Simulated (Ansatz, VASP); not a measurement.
GaSb: VASP beside Ansatz

```
CELL_PARAMETERS angstrom
-2.84368 2.84368 1.49560
2.84368 -2.84368 1.49560
2.84368 2.84368 -1.49560
ATOMIC_POSITIONS crystal
Ga 0.25000 0.75000 0.50000
Sb 0.00000 0.00000 0.00000
```

Alike in both runs: task single point; functional PBE; k mesh 24 × 24 × 24; occupations gaussian, width 0.15 eV; no spin polarisation.

```csv
,VASP,Ansatz
version,VASP 6.6.1,Ansatz 0.2.0
potentials or method,"VASP PAW PBE potentials, release 64 (Ga_d, Sb), cutoff 520 eV","scalar-relativistic, plane waves, PAW"
valence electrons in the cell,18,28
```

|  | VASP | Ansatz | Ansatz less VASP |
| --- | --- | --- | --- |
| gap on the k mesh at the Fermi level (eV) | none | none | - |
| pressure (GPa) | 0.2 | 0.2 | -0.04 |
| traceless stress, the component that is largest in VASP (GPa) | 3.37 | 3.38 | +0.010 |

A gap of «none» marks a metal or a gap that the smearing closes. VASP's potentials hold 18 valence electrons a cell and Ansatz's 28, so a difference there can come from the potentials and not from the codes.

Neither program's run includes spin-orbit coupling.
